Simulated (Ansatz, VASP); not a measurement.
## Al2Au in VASP and in Ansatz

```
CELL_PARAMETERS angstrom
4.40678 0.00000 0.00000
-2.20339 3.81639 0.00000
0.00000 0.00000 3.09957
ATOMIC_POSITIONS crystal
Al 0.33333 0.66667 0.50000
Al 0.66667 0.33333 0.50000
Au 0.00000 0.00000 0.00000
```

Alike in both runs: task single point; functional PBE; k mesh 6 × 6 × 6; occupations gaussian, width 0.1 eV; no spin polarisation.

|  | VASP | Ansatz |
| --- | --- | --- |
| version | VASP 6.6.1 | Ansatz 0.2.0 |
| potentials or method | VASP PAW PBE potentials, release 64 (Al, Au), cutoff 520 eV | scalar-relativistic, plane waves, PAW |
| valence electrons in the cell | 17 | 25 |

|  | VASP | Ansatz | Ansatz less VASP |
| --- | --- | --- | --- |
| gap on the k mesh at the Fermi level (eV) | none | none | - |
| pressure (GPa) | 4.1 | 4.2 | +0.08 |
| traceless stress, the component that is largest in VASP (GPa) | -2.00 | -2.01 | -0.007 |

A gap of «none» marks a metal or a gap that the smearing closes. With one functional, cell and mesh, what is left measures potentials, basis and numerics. VASP's potentials hold 17 valence electrons a cell and Ansatz's 25, so a difference there can come from the potentials and not from the codes.

Neither program's run includes spin-orbit coupling.
